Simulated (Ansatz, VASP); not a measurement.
# One calculation of Mg5Be4ZnTe8Se2, two programs

The input INCAR:

```
SYSTEM = Mg5Be4ZnTe8Se2
PREC = Accurate
ENCUT = 600
EDIFF = 1E-6
ISMEAR = 0
SIGMA = 0.02
LREAL = .FALSE.
LASPH = .TRUE.
NELM = 120
ALGO = Normal
ISIF = 2
LWAVE = .FALSE.
LCHARG = .FALSE.
GGA = PE
NBANDS = 61
GGA_COMPAT = .FALSE.
```

Contents of KPOINTS:

```
Automatic mesh
0
G
  4 3 2
  0 0 0
```

Contents of POSCAR:

```
Mg5Be4ZnTe8Se2
1.0
    2.9954020000      2.9845220000      6.0710110000
   -2.9837970000     -2.9958710000      6.0708830000
    9.0877950000     -6.0993260000      3.0498520000
Be Mg Zn Se Te
4 5 1 2 8
Direct
    0.1030056749      0.4992833057      0.7882719783
    0.6049849670      0.9973302689      0.7870297046
    0.3026491540      0.5097556224      0.4106541063
    0.8036193294      0.0085420961      0.4112179393
    0.2010605816      0.9933388870      0.5831073051
    0.9957556569      0.9968794406      0.9971758186
    0.3829506984      0.9928127066      0.2153215236
    0.5006848476      0.4954228674      0.9931146907
    0.8826367598      0.4931307334      0.2211855437
    0.7025105546      0.4960910940      0.5872148633
    0.6533173446      0.3585972137      0.4101676909
    0.1532720014      0.8549646941      0.4007481196
    0.5949932891      0.8823012281      0.5950130149
    0.4672176820      0.3593539929      0.7844514140
    0.9605395254      0.8575458430      0.7920638958
    0.3987066559      0.8914793383      0.9803928041
    0.7734714547      0.8915406829      0.2281661196
    0.0846516616      0.3932468105      0.5953030618
    0.9014275673      0.3915257785      0.9836995028
    0.2788496736      0.3899246293      0.2259700328
```

Input for Ansatz:

```yaml
crystal:
  lattice:
    - [2.995402, 2.984522, 6.071011]
    - [-2.983797, -2.995871, 6.070883]
    - [9.087795, -6.099326, 3.049852]
  atoms:
    - { symbol: Be, position: [0.1030056749, 0.4992833057, 0.7882719783] }
    - { symbol: Be, position: [0.604984967, 0.9973302689, 0.7870297046] }
    - { symbol: Be, position: [0.302649154, 0.5097556224, 0.4106541063] }
    - { symbol: Be, position: [0.8036193294, 0.0085420961, 0.4112179393] }
    - { symbol: Mg, position: [0.2010605816, 0.993338887, 0.5831073051] }
    - { symbol: Mg, position: [0.9957556569, 0.9968794406, 0.9971758186] }
    - { symbol: Mg, position: [0.3829506984, 0.9928127066, 0.2153215236] }
    - { symbol: Mg, position: [0.5006848476, 0.4954228674, 0.9931146907] }
    - { symbol: Mg, position: [0.8826367598, 0.4931307334, 0.2211855437] }
    - { symbol: Zn, position: [0.7025105546, 0.496091094, 0.5872148633] }
    - { symbol: Se, position: [0.6533173446, 0.3585972137, 0.4101676909] }
    - { symbol: Se, position: [0.1532720014, 0.8549646941, 0.4007481196] }
    - { symbol: Te, position: [0.5949932891, 0.8823012281, 0.5950130149] }
    - { symbol: Te, position: [0.467217682, 0.3593539929, 0.784451414] }
    - { symbol: Te, position: [0.9605395254, 0.857545843, 0.7920638958] }
    - { symbol: Te, position: [0.3987066559, 0.8914793383, 0.9803928041] }
    - { symbol: Te, position: [0.7734714547, 0.8915406829, 0.2281661196] }
    - { symbol: Te, position: [0.0846516616, 0.3932468105, 0.5953030618] }
    - { symbol: Te, position: [0.9014275673, 0.3915257785, 0.9836995028] }
    - { symbol: Te, position: [0.2788496736, 0.3899246293, 0.2259700328] }
basis:
  ecutwfc: 420
kpoints:
  mp_grid: { grid: [4, 3, 2] }
hamiltonian:
  xc: pbe
scf:
  occupations: { method: gaussian, width: 0.02 }
  n_extra_bands: 10
output:
  forces: true
  stress: true
  eigenvalues: true
  populations: true
  dos:
    method: { smearing: { sigma: 0.1, scheme: gaussian } }
    projected: true
    de: 0.02
  write_density: true
  write_potential: true
  elf: true
  volumetric_format: npy
```

Alike in both runs: task single point; functional PBE; k mesh 4 × 3 × 2; occupations gaussian, width 0.02 eV; no spin polarisation.

```csv
,VASP,Ansatz
version,VASP 6.6.1,Ansatz 0.2.0
potentials or method,"VASP PAW PBE potentials, release 64 (Be, Mg, Zn, Se, Te), cutoff 600 eV","scalar-relativistic, plane waves, PAW"
valence electrons in the cell,90,230
```

VASP gave:

```
gap on the k mesh at the Fermi level (eV)                     : 1.82
least direct gap on the mesh (eV)                             : 1.84
pressure (GPa)                                                : 0.0
traceless stress, the component that is largest in VASP (GPa) : -0.19
rms of the force components (eV/Å)                            : 0.014
```

What did Ansatz give for the same quantities?

gap on the k mesh at the Fermi level (eV): 1.83; least direct gap on the mesh (eV): 1.85; pressure (GPa): 0.0; traceless stress, the component that is largest in VASP (GPa): -0.19; rms of the force components (eV/Å): 0.010.

Atom by atom the forces differ by 0.006 eV/Å (rms over components). VASP's potentials hold 90 valence electrons a cell and Ansatz's 230, so a difference there can come from the potentials and not from the codes.

Spin-orbit coupling is off throughout.
